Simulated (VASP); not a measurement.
Input of a VASP 6.6.1 run:

File INCAR:

```
SYSTEM = Au
ALGO = Normal
EDIFF = 1E-7
ENCUT = 520
GGA = PE
ISIF = 2
ISMEAR = -1
LASPH = .TRUE.
LCHARG = .FALSE.
LREAL = .FALSE.
LWAVE = .FALSE.
NBANDS = 12
NELM = 100
PREC = Accurate
SIGMA = 0.05
```

The input KPOINTS:

```
k-points
0
G
  17 17 17
  0 0 0
```

The input POSCAR:

```
Au
1.0
    0.0000000000      2.2156026200      2.2156026200
    2.2156026200      0.0000000000      2.2156026200
    2.2156026200      2.2156026200      0.0000000000
Au
1
Direct
    0.0000000000      0.0000000000      0.0000000000
```

Potentials or basis: VASP PAW PBE potentials, release 64 (Au).

Launch:

```bash
$ cat potpaw_PBE.64/Au/POTCAR > POTCAR
$ mpirun -np 1 vasp_std > vasp.out
```

(1) Estimate the band gap on the k mesh.

(2) Estimate the pressure.

## Answers

(1) zero (an odd number of electrons rules out a gap without spin polarisation).

(2) -15.0 GPa.

Caveat: the cell stands under tension; spin-orbit coupling is left out, which moves the levels of the heavy elements.
